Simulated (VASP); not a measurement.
TiO2, 12 atoms in the cell. Symmetry: C2/m, No. 12, monoclinic system. Conventional cell: a = 12.403 Å, b = 3.805 Å, c = 6.452 Å, α = 90.00°, β = 107.34°, γ = 90.00°. Ti (site symmetry m) has 6 O at 1.76 to 2.23 Å within 2.3 Å. Within 2.5 Å of Ti (site symmetry m) lie 6 O at 1.85 to 2.14 Å. O (site symmetry m) has 3 Ti at 1.87 to 2.09 Å and 10 O at 2.54 to 3.01 Å within 3.1 Å. O (site symmetry m) has 3 Ti at 1.96 to 2.00 Å and 2 O at 2.53 Å within 2.6 Å. O (site symmetry m) has 2 Ti at 1.76 to 1.85 Å within 2.3 Å. Within 2.7 Å of O (site symmetry m) lie 4 Ti at 1.97 to 2.23 Å and 5 O at 2.53 to 2.67 Å.  This cell differs from its parent crystal: biaxial strain in the a-b plane: +2.0 %, then relaxed in part.

| Quantity | Value |
| --- | --- |
| Program | VASP 6.6.1 |
| Task | single point |
| Functional | PBEsol |
| Potentials or basis | VASP PAW PBE potentials, release 64 (Ti_sv, O) |
| Cutoff | 520 eV |
| k mesh | 6 × 6 × 4 |
| Occupations | gaussian, width 0.02 eV |
| Spin | no spin polarisation |
| Dipole correction | no |
| Further INCAR settings | ALGO = Normal; EDIFF = 1e-07; NBANDS = 60 |

Potentials or basis: VASP PAW PBE potentials, release 64 (Ti_sv, O).

The run is started by

```sh
$ cat potpaw_PBE.64/Ti_sv/POTCAR potpaw_PBE.64/O/POTCAR > POTCAR
$ mpirun -np 1 vasp_std > vasp.out
```

Hardware: 1 thread of Intel(R) Xeon(R) Platinum 8488C (Sapphire Rapids), with other jobs on the host.

**Question.** How long does it take, and how much memory?

**Answer.** Wall time 8.9 min on 1 thread of Intel(R) Xeon(R) Platinum 8488C (Sapphire Rapids), with other jobs on the host, peak memory 0.49 GiB. Counts: scf iterations 20, k points 47.
